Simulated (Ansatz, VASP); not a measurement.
Be2Os: VASP beside Ansatz

```xyz
3
Lattice="-1.2269 1.9538 3.4957 1.2269 -1.9538 3.4957 1.2269 1.9538 -3.4957" Properties=species:S:1:pos:R:3 pbc="T T T"
Be    0.0000    1.9538    1.3720
Be    1.2269    0.0000    2.1237
Os    0.0000    0.0000    0.0000
```

Alike in both runs: functional PBE; k mesh 22 × 22 × 22; occupations gaussian, width 0.1 eV; no spin polarisation.

Ansatz relaxed the structure, and its values are those at the end. VASP's run is a single point on that final structure, the one shown.

```csv
,VASP,Ansatz
version,VASP 6.6.1,Ansatz 0.2.0
potentials or method,"VASP PAW PBE potentials, release 64 (Be, Os), cutoff 520 eV","scalar-relativistic, plane waves, PAW"
valence electrons in the cell,12,20
```

Ansatz gave:

```
gap on the k mesh at the Fermi level (eV) : none
pressure (GPa)                            : 0.0
rms of the force components (eV/Å)        : 0.000
```

Problem. Which values does VASP return?

Solution. gap on the k mesh at the Fermi level (eV): none; pressure (GPa): 0.1; rms of the force components (eV/Å): 0.007.

A gap of «none» marks a metal or a gap that the smearing closes. With one functional, cell and mesh, what is left measures potentials, basis and numerics. VASP's potentials hold 12 valence electrons a cell and Ansatz's 20, so a difference there can come from the potentials and not from the codes.

Spin-orbit coupling is off throughout.
